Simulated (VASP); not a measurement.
RbCl:

```
Rb Cl
1.0
     0.00000    3.59000    3.59000
     3.59000    0.00000    3.59000
     3.59000    3.59000    0.00000
Rb Cl
1 1
Cartesian
  0.0000 0.0000 0.0000
  3.5900 3.5900 3.5900
```

* Program: VASP 6.6.1
* Task: relaxation of cell and atoms
* Functional: r2SCAN
* Potentials or basis: VASP PAW PBE potentials, release 64 (Rb_sv, Cl)
* Cutoff: 600 eV
* k mesh: 5 × 5 × 5
* Occupations: fermi-dirac, width 0.02 eV
* Spin: no spin polarisation

At the start: pressure -2.2 GPa; volume 46.27 Å³/atom.

**Question.** Where does the relaxation end?

**Answer.** Over 5 steps the energy falls by 88.4 meV/atom and the volume is 36.26 Å³/atom (-21.6 %); space group Fm-3m (No. 225, to 0.05 Å).

Step by step:
| step | energy change (eV) | largest force (eV/Å) | pressure (GPa) | volume (Å³) |
| --- | --- | --- | --- | --- |
| 1 | 0.0000 | 0.0000 | -2.20 | 92.54 |
| 2 | -0.1028 | 0.0000 | -1.72 | 84.28 |
| 3 | -0.1724 | 0.0000 | -0.53 | 75.03 |
| 4 | -0.1765 | 0.0000 | 0.17 | 71.73 |
| 5 | -0.1769 | 0.0000 | -0.02 | 72.51 |

Final structure:
```cif
data_structure
_symmetry_space_group_name_H-M 'P 1'
_symmetry_Int_Tables_number 1
_cell_length_a 4.6806
_cell_length_b 4.6806
_cell_length_c 4.6806
_cell_angle_alpha 60.000
_cell_angle_beta 60.000
_cell_angle_gamma 60.000
_cell_volume 72.51
loop_
_atom_site_label
_atom_site_type_symbol
_atom_site_fract_x
_atom_site_fract_y
_atom_site_fract_z
_atom_site_occupancy
Rb1 Rb 0.00000 0.00000 0.00000 1
Cl1 Cl 0.50000 0.50000 0.50000 1
```

Caveat: the volume moved by over 15 % at a fixed basis, so the end points are rough; the PAW data sets were made with another functional, which shifts forces and pressure a little.
